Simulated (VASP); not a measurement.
# InAs: single point with PBE

Crystal: InAs.

```xyz
2
Lattice="0.0000 3.0240 2.7821 3.0240 0.0000 2.7821 3.0240 3.0240 0.0000" Properties=species:S:1:pos:R:3 pbc="T T T"
In    0.0000    0.0000    0.0000
As    4.5360    4.5360    4.1731
```

This cell differs from its parent crystal: strain +0.000 along x and y, -0.080 along z.

* Program: VASP 6.6.1
* Task: single point
* Functional: PBE
* Potentials or basis: VASP PAW PBE potentials, release 64 (In_d, As)
* Cutoff: 520 eV
* k mesh: 14 × 14 × 14
* Occupations: gaussian, width 0.15 eV
* Spin: no spin polarisation

```json
{
 "Pressure": "10.4 GPa",
 "Band gap on the k mesh": "0.04 eV"
}
```

Stress tensor (GPa, compression positive):
```
 9.78  0.00  0.00
 0.00  9.78  0.00
 0.00  0.00 11.54
```

Levels at points of the mesh, in eV from the valence-band top:
```tsv
k point	band 6	band 7	band 8	band 9	band 10	band 11	band 12	band 13
(0.00, 0.00, 0.00)	-12.62	-0.33	-0.33	0.00	0.04	3.68	3.83	3.83
(0.50, 0.00, 0.00)	-10.87	-6.40	-1.59	-1.04	0.84	4.23	4.93	6.80
(0.50, 0.50, 0.00)	-10.05	-6.05	-3.13	-3.13	0.93	1.34	9.63	9.63
(0.50, 0.00, 0.50)	-10.34	-6.57	-2.65	-2.59	1.36	2.13	9.05	9.18
```

Run time: 3.2 min on 1 thread of Intel Xeon 8259CL, on a shared host, peak memory 0.34 GiB.

Caveat: the cell differs from its parent crystal (strain +0.000 along x and y, -0.080 along z); the cell stands under pressure; the smearing spreads over this small gap; semilocal functionals underestimate gaps, and a narrow one can read as zero; spin-orbit coupling is left out, which moves the levels of the heavy elements.
